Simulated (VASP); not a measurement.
# RbTbO2 (P-3m1) in VASP: vibrations by perturbation theory with PBE

Aim: the vibrations by perturbation theory of RbTbO2 with PBE.

All numbers are computed with VASP 6.6.1; they aren't measurements. Logs are shortened: lines on timing, memory, paths and dates and some standing lists are left out, and cuts for length are marked.

## 1. The cell of the first run

It takes space group P-3m1 (No. 164, trigonal). The conventional cell has a = 3.500 Å, b = 3.500 Å, c = 6.736 Å, α = 90.00°, β = 90.00°, γ = 120.00°. Rb (site symmetry -3m) has 6 O at 2.98 Å and 2 Tb at 3.37 Å and 6 Rb at 3.50 Å within 3.9 Å. Within 3.1 Å of Tb (site symmetry -3m) lie 6 O at 2.34 Å. O (site symmetry 3m) has 3 Tb at 2.34 Å and 3 Rb at 2.98 Å and 3 O at 3.10 Å within 3.1 Å.

## 2. Vibrations by perturbation theory, PBE

INCAR

```
SYSTEM = RbTbO2
ALGO     = Normal         ! electronic algorithm
EDIFF    = 1E-8           ! SCF threshold, eV
ENCUT    = 600            ! plane-wave cutoff, eV
GGA      = PE             ! functional
GGA_COMPAT= .False.      
IBRION   = 8              ! ionic algorithm
ISIF     = 2              ! what is computed and relaxed
ISMEAR   = 0              ! smearing method
LASPH    = .True.         ! aspherical terms in the spheres
LCHARG   = .True.         ! write CHGCAR
LEPSILON = .True.         ! dielectric tensor by DFPT
LMAXMIX  = 6              ! l up to which the mixer works
LREAL    = .False.        ! projectors in reciprocal space
LWAVE    = .False.        ! write WAVECAR
NBANDS   = 23             ! bands
NELM     = 200            ! most SCF steps
NSW      = 1              ! ionic steps
PREC     = Accurate       ! precision mode
SIGMA    = 0.01           ! smearing width, eV
```

KPOINTS

```
k-points
0
Gamma
  6 6 4
  0 0 0
```

POSCAR

```
RbTbO2
1.0
    3.4998584826      0.0000000000      0.0000000000
   -1.7499292413      3.0309663556      0.0000000000
    0.0000000000      0.0000000000      6.7358911455
Rb Tb O
1 1 2
Direct
    0.0000000000      0.0000000000      0.5000000000
    0.0000000000      0.0000000000      0.0000000000
    0.3333333333      0.6666666667      0.1744145361
    0.6666666667      0.3333333333      0.8255854639
```

Potentials or basis: VASP PAW PBE potentials, release 64 (Rb_sv, Tb_3, O), 4f in core.

Launch:

```sh
$ cat potpaw_PBE.64/Rb_sv/POTCAR potpaw_PBE.64/Tb_3/POTCAR potpaw_PBE.64/O/POTCAR > POTCAR
$ mpirun -np 1 vasp_std > vasp.out
```

OUTCAR:

```text
SYSTEM = RbTbO2
   EDIFF = 1E-8
   ENCUT = 600
   GGA = PE
   IBRION = 8
   ISIF = 2
   ISMEAR = 0
   LASPH = .True.
   LEPSILON = .True.
   LREAL = .False.
   NELM = 200
   NSW = 1
   PREC = Accurate

 ion  position               nearest neighbor table
   1  0.000  0.000  0.500-   3 2.98   4 2.98   4 2.98   3 2.98   4 2.98   3 2.98   2 3.37   2 3.37

   2  0.000  0.000  0.000-   3 2.34   4 2.34   4 2.34   3 2.34   4 2.34   3 2.34   1 3.37   1 3.37

   3  0.333  0.667  0.174-   2 2.34   2 2.34   2 2.34   1 2.98   1 2.98   1 2.98
   4  0.667  0.333  0.826-   2 2.34   2 2.34   2 2.34   1 2.98   1 2.98   1 2.98

  LATTYP: Found a hexagonal cell.
 ALAT       =     3.4998584826
 C/A-ratio  =     1.9246181464

  Lattice vectors:

 A1 = (   3.4998584826,   0.0000000000,   0.0000000000)
 A2 = (  -1.7499292413,   3.0309663556,   0.0000000000)
 A3 = (   0.0000000000,   0.0000000000,   6.7358911455)

Analysis of symmetry for initial positions (statically):
=====================================================================
 Subroutine PRICEL returns:
 Original cell was already a primitive cell.

 Routine SETGRP: Setting up the symmetry group for a
 hexagonal supercell.

 Subroutine GETGRP returns: Found 12 space group operations
 (whereof 12 operations were pure point group operations)
 out of a pool of 24 trial point group operations.

The static configuration has the point symmetry D_3d.

Analysis of symmetry for dynamics (positions and initial velocities):
=====================================================================
 Subroutine PRICEL returns:
 Original cell was already a primitive cell.

 Routine SETGRP: Setting up the symmetry group for a
 hexagonal supercell.

 Subroutine GETGRP returns: Found 12 space group operations
 (whereof 12 operations were pure point group operations)
 out of a pool of 24 trial point group operations.

The dynamic configuration has the point symmetry D_3d.

 Subroutine INISYM returns: Found 12 space group operations
 (whereof 12 operations are pure point group operations),
 and found     1 'primitive' translations

----------------------------------------------------------------------------------------

                                     Primitive cell

  volume of cell :      71.4540

  direct lattice vectors                    reciprocal lattice vectors
     3.499858483  0.000000000  0.000000000     0.285725839  0.164963890  0.000000000
    -1.749929241  3.030966356  0.000000000     0.000000000  0.329927780  0.000000000
     0.000000000  0.000000000  6.735891146     0.000000000  0.000000000  0.148458456

  length of vectors
     3.499858483  3.499858483  6.735891146     0.329927780  0.329927780  0.148458456

  position of ions in fractional coordinates (direct lattice)
     0.000000000  0.000000000  0.500000000
     0.000000000  0.000000000  0.000000000
     0.333333333  0.666666667  0.174414536
     0.666666667  0.333333333  0.825585464

  ion indices of the primitive-cell ions
   primitive index   ion index
                 1           1
                 2           2
                 3           3
                 4           4

----------------------------------------------------------------------------------------

 KPOINTS: k-points

Automatic generation of k-mesh.
 Grid dimensions read from file:
 generate k-points for:    6    6    4

 Generating k-lattice:

  Cartesian coordinates                     Fractional coordinates (reciprocal lattice)
     0.047620973  0.027493982  0.000000000     0.166666667  0.000000000  0.000000000
     0.000000000  0.054987963  0.000000000     0.000000000  0.166666667  0.000000000
[... 779 lines left out ...]

------------------------ aborting loop because EDIFF is reached ----------------------------------------

--------------------------------------- Ionic step        3  -------------------------------------------

------------------------ aborting loop because EDIFF is reached ----------------------------------------

 PIEZOELECTRIC TENSOR FIELD DIRECTION 3  (e Angst)
 -----------------------------------------------------------------------------
     0.00093 -0.00000  0.00000           (  0.00001  0.00000  0.00000)
     0.00000  0.00093  0.00000           (  0.00000  0.00001  0.00000)
     0.00000  0.00000  0.00026           (  0.00000  0.00000 -0.00000)

 PIEZOELECTRIC TENSOR FIELD DIRECTION 3  (C/m^2)
 -----------------------------------------------------------------------------
     0.00021 -0.00000  0.00000
     0.00000  0.00021  0.00000
     0.00000  0.00000  0.00006

[... ionic steps 4 to 9 ...]

--------------------------------------- Ionic step       10  -------------------------------------------

------------------------ aborting loop because EDIFF is reached ----------------------------------------

[... ionic steps 11 to 11 ...]

--------------------------------------- Ionic step       12  -------------------------------------------

 Free energy of the ion-electron system (eV)
  ---------------------------------------------------
  ---------------------------------------------------
  free energy    TOTEN  =        -0.38114556 eV

  energy without entropy =       -0.38114556

------------------------ aborting loop because EDIFF is reached ----------------------------------------

 INTERNAL STRAIN TENSOR  FOR ION    3  DIRECTION 3   (eV/Angst):
 -----------------------------------------------------------------------------
    -6.19230  0.00000 -0.00000
     0.00000 -6.19230 -0.00000
     0.00000  0.00000 -7.66411

 MACROSCOPIC STATIC DIELECTRIC TENSOR (including local field effects in DFT)
 ------------------------------------------------------
           3.849131     0.000000    -0.000000
           0.000000     3.849131     0.000000
           0.000000     0.000000     3.513884
 ------------------------------------------------------

 PIEZOELECTRIC TENSOR (including local field effects)  for field in x, y, z        (e  Angst)
          XX          YY          ZZ          XY          YZ          ZX
  --------------------------------------------------------------------------------
  x     0.00000     0.00000     0.00000     0.00000     0.00000     0.00000
  y     0.00000     0.00000     0.00000     0.00000     0.00000     0.00000
  z     0.00000     0.00000     0.00000     0.00000     0.00000     0.00000

 PIEZOELECTRIC TENSOR (including local field effects)  for field in x, y, z        (C/m^2)
          XX          YY          ZZ          XY          YZ          ZX
  --------------------------------------------------------------------------------
  x     0.00000     0.00000     0.00000     0.00000     0.00000     0.00000
  y     0.00000     0.00000     0.00000     0.00000     0.00000     0.00000
  z     0.00000     0.00000     0.00000     0.00000     0.00000     0.00000

 BORN EFFECTIVE CHARGES (including local field effects) (in |e|, cummulative output)
 ---------------------------------------------------------------------------------
 ion    1
    1     1.09424     0.00000     0.00000
    2     0.00000     1.09424    -0.00000
    3     0.00000     0.00000     1.64546
 ion    2
    1     4.24592     0.00000     0.00000
    2     0.00000     4.24592    -0.00000
    3     0.00000    -0.00000     2.61236
 ion    3
    1    -2.67008     0.00000     0.00000
    2     0.00000    -2.67008     0.00000
    3     0.00000     0.00000    -2.12891
 ion    4
    1    -2.67008     0.00000     0.00000
    2     0.00000    -2.67008     0.00000
    3     0.00000     0.00000    -2.12891

 INTERNAL STRAIN TENSOR FOR ION    4 for displacements in x,y,z  (eV/Angst):
          X           Y           Z          XY          YZ          ZX
  --------------------------------------------------------------------------------
  x     0.00000    -0.00000     0.00000    -2.40115     0.00000     6.92268
  y    -2.40115     2.40115     0.00000     0.00000     6.17996     0.00000
  z     6.19230     6.19230     7.66411    -0.00000     0.00000     0.00000

 SECOND DERIVATIVES (NOT SYMMETRIZED)
 ------------------------------------
               1X          1Y          1Z          2X          2Y          2Z          3X          3Y          3Z          4X          4Y          4Z
  1X    -0.222665    0.000000    0.000000   -0.391287    0.000000    0.000000    0.306976    0.000000    0.000000    0.306976    0.000000    0.000000
  1Y     0.000000   -0.222665    0.000000    0.000000   -0.391287    0.000000    0.000000    0.306976    0.000000    0.000000    0.306976    0.000000
  1Z     0.000000    0.000000   -4.515129    0.000000    0.000000    5.672230    0.000000   -0.000000   -0.578550    0.000000   -0.000000   -0.578550
  2X    -0.391677    0.000000    0.000000   -3.407119    0.000000    0.000000    1.899398    0.000000    0.000000    1.899398    0.000000    0.000000
  2Y     0.000000   -0.391677    0.000000    0.000000   -3.407119    0.000000    0.000000    1.899398    0.000000    0.000000    1.899398    0.000000
  2Z     0.000000    0.000000    5.678743    0.000000    0.000000  -15.722295   -0.000000    0.000000    5.021776    0.000000    0.000000    5.021776
  3X     0.304612    0.000000    0.000000    1.892195    0.000000    0.000000   -4.413542    0.000000    0.000000    2.216735    0.000000    0.000000
  3Y     0.000000    0.304612   -0.000000    0.000000    1.892195    0.000000    0.000000   -4.413542   -0.000000    0.000000    2.216735    0.000000
  3Z     0.000000    0.000000   -0.579515    0.000000   -0.000000    5.028596    0.000000    0.000000   -8.289752    0.000000    0.000000    3.840671
  4X     0.304612    0.000000    0.000000    1.892195    0.000000    0.000000    2.216735    0.000000    0.000000   -4.413542    0.000000    0.000000
  4Y     0.000000    0.304612   -0.000000    0.000000    1.892195    0.000000    0.000000    2.216735    0.000000    0.000000   -4.413542   -0.000000
  4Z     0.000000    0.000000   -0.579515    0.000000   -0.000000    5.028596    0.000000    0.000000    3.840671    0.000000    0.000000   -8.289752

 Eigenvectors and eigenvalues of the dynamical matrix
 ----------------------------------------------------

   1 f  =   13.612212 THz    85.528052 2PiTHz  454.054529 cm-1    56.295561 meV
             X         Y         Z           dx          dy          dz
      0.000000  0.000000  3.367946    -0.000000   -0.000000    0.000000
      0.000000  0.000000  0.000000    -0.000000   -0.000000   -0.000000
     -0.000000  2.020644  1.174837    -0.000000   -0.000000   -0.707107
      1.749929  1.010322  5.561054     0.000000    0.000000    0.707107
[... 71 lines left out ...]
  12 f/i=    0.005317 THz     0.033406 2PiTHz    0.177348 cm-1     0.021988 meV
             X         Y         Z           dx          dy          dz
      0.000000  0.000000  3.367946     0.478976    0.275486    0.000000
      0.000000  0.000000  0.000000     0.659076    0.379072    0.000000
     -0.000000  2.020644  1.174837     0.209315    0.120389    0.000000
      1.749929  1.010322  5.561054     0.209315    0.120389    0.000000

--------------------------------------------------------------------------------------------------------

 MACROSCOPIC STATIC DIELECTRIC TENSOR IONIC CONTRIBUTION
 ------------------------------------------------------
          18.719854     0.000000    -0.000000
           0.000000    18.719854     0.000000
          -0.000000     0.000000     7.970135
 ------------------------------------------------------

 ELASTIC MODULI CONTR FROM IONIC RELAXATION (kBar)
 Direction    XX          YY          ZZ          XY          YZ          ZX
 --------------------------------------------------------------------------------
 XX        -180.7522   -102.7603   -175.4495     -0.0000    100.3661      0.0000
 YY        -102.7603   -180.7522   -175.4495      0.0000   -100.3661     -0.0000
 ZZ        -175.4495   -175.4495   -217.1510      0.0000     -0.0000     -0.0000
 XY          -0.0000      0.0000      0.0000    -38.9960      0.0000    112.4282
 YZ         100.3661   -100.3661     -0.0000      0.0000   -258.3176     -0.0000
 ZX           0.0000     -0.0000     -0.0000    112.4282     -0.0000   -324.1385
 --------------------------------------------------------------------------------

 PIEZOELECTRIC TENSOR IONIC CONTR  for field in x, y, z        (C/m^2)
          XX          YY          ZZ          XY          YZ          ZX
  --------------------------------------------------------------------------------
  x    -0.00000     0.00000     0.00000     0.00000     0.00000    -0.00000
  y    -0.00000     0.00000     0.00000    -0.00000     0.00000     0.00000
  z     0.00000     0.00000     0.00000    -0.00000    -0.00000     0.00000
```

Wall time 16 min (1 thread of Intel Xeon 6975P-C (Granite Rapids), shared host); peak memory 0.59 GiB.

Results:

```yaml
Electronic_dielectric_tensor_diagonal: 3.85, 3.85, 3.51
Born_charges_mean_of_the_diagonal: Rb +1.28; Tb +3.70; O -2.49 e
Highest_phonon_frequency_at_Γ_LO-TO_splitting_left_out: 454 cm⁻¹
```

Phonon frequencies in cm⁻¹ (negative: imaginary):
| q point | frequencies |
| --- | --- |
| (0.000, 0.000, 0.000) | 0 0 0 26 26 136 208 208 314 336 336 454 |

Electronic dielectric tensor:
```
3.85 0.00 0.00
0.00 3.85 0.00
0.00 0.00 3.51
```

Born effective charge tensors (e):
atom 1, Rb
```
1.09 0.00 0.00
0.00 1.09 0.00
0.00 0.00 1.65
```
atom 2, Tb
```
4.25 0.00 0.00
0.00 4.25 0.00
0.00 0.00 2.61
```
atom 3, O
```
-2.67  0.00  0.00
 0.00 -2.67  0.00
 0.00  0.00 -2.13
```
atom 4, O
```
-2.67  0.00  0.00
 0.00 -2.67  0.00
 0.00  0.00 -2.13
```

Caveat: spin-orbit coupling is left out, which moves the levels of the heavy elements; the 4f electrons are frozen in the core, so they carry no moment and show no levels; the run has no spin polarisation, though such a crystal can be magnetic.
